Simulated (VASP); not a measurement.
A run of VASP 6.6.1 is set up as follows.

The input INCAR:

```
SYSTEM = Al2Pt
ALGO = Normal ; EDIFF = 1E-6
ENCUT = 520 ; GGA = PE
ISIF = 2 ; ISMEAR = 0
LASPH = .True. ; LCHARG = .False.
LREAL = .False. ; LWAVE = .False.
NBANDS = 15 ; NELM = 80
PREC = Accurate ; SIGMA = 0.1
```

The input KPOINTS:

```
k-points
0
Gamma
  12 12 12
  0 0 0
```

Contents of POSCAR:

```
Al2Pt
1.0
    0.0000000000      2.9982021000      2.9982021000
    2.9982021000      0.0000000000      2.9982021000
    2.9982021000      2.9982021000      0.0000000000
Al Pt
2 1
Direct
    0.2500000000      0.2500000000      0.2500000000
    0.7500000000      0.7500000000      0.7500000000
    0.0000000000      0.0000000000      0.0000000000
```

Potentials or basis: VASP PAW PBE potentials, release 64 (Al, Pt).

Run with:

```sh
$ cat potpaw_PBE.64/Al/POTCAR potpaw_PBE.64/Pt/POTCAR > POTCAR
$ mpirun -np 1 vasp_std > vasp.out
```

What does it give for the band gap on the k mesh?

Zero (bands 8 and 9 overlap by 5.31 eV).

Predict the pressure.

-3.2 GPa.

Caveat: the cell differs from its parent crystal (strained); the cell stands under tension; spin-orbit coupling is left out, which moves the levels of the heavy elements.
